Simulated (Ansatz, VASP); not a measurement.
# Two plane-wave programs on Na

The input POSCAR:

```
Na
1.0
    0.0000000000      3.9140742311      3.9140742311
    3.9140742311      0.0000000000      3.9140742311
    3.9140742311      3.9140742311      0.0000000000
Na
2
Direct
    0.1250000000      0.1250000000      0.1250000000
    0.8750000000      0.8750000000      0.8750000000
```

File INCAR.step1:

```
  PREC = Accurate
  ENCUT = 520
  ISMEAR = -1
  SIGMA = 0.1
  LREAL = False
  LASPH = True
  NELM = 80
  NBANDS = 14
  GGA = PE
  ALGO = Normal
  EDIFF = 1E-4
  LWAVE = True
  LCHARG = False
```

The input INCAR.step2:

```
  PREC = Accurate
  ENCUT = 520
  EDIFF = 1E-6
  ISMEAR = -1
  SIGMA = 0.1
  LREAL = False
  LASPH = True
  NELM = 80
  ALGO = Normal
  ISIF = 2
  LWAVE = False
  LCHARG = False
  METAGGA = R2SCAN
  LMIXTAU = True
  NBANDS = 14
  ISTART = 1
```

Contents of KPOINTS:

```
regular mesh
0
Gamma
  8 8 8
```

Input for Ansatz:

```yaml
crystal:
  lattice:
    - [0.0, 3.9140742311, 3.9140742311]
    - [3.9140742311, 0.0, 3.9140742311]
    - [3.9140742311, 3.9140742311, 0.0]
  atoms:
    - { symbol: Na, position: [0.125, 0.125, 0.125] }
    - { symbol: Na, position: [0.875, 0.875, 0.875] }
hamiltonian:
  xc: r2scan
  pseudopotentials:
    kind: paw
    azcp:
      Na: "pseudopotentials/Na.paw.azcp"
basis:
  ecutwfc: 500
  fft_grid_basis: typed
kpoints:
  mp_grid: { grid: [8, 8, 8], shift: [0, 0, 0] }
magnetization:
  spin_polarized: false
scf:
  occupations: { method: fermi_dirac, width: 0.1 }
  lower_state_search: "off"
output:
  stress: true
```

Alike in both runs: task single point; functional r2SCAN; k mesh 8 × 8 × 8; occupations fermi-dirac, width 0.1 eV; no spin polarisation.

```csv
,VASP,Ansatz
version,VASP 6.6.1,Ansatz 0.2.0
potentials or method,"VASP PAW PBE potentials, release 64 (Na_pv), cutoff 520 eV","plane waves (500 eV) with PAW, scalar-relativistic"
valence electrons in the cell,14,18
```

```tsv
	VASP	Ansatz	Ansatz less VASP
pressure (GPa)	-0.2	-0.2	+0.03
```

VASP's potentials were made for PBE, not for r2SCAN. VASP's potentials hold 14 valence electrons a cell and Ansatz's 18, so a difference there can come from the potentials and not from the codes.
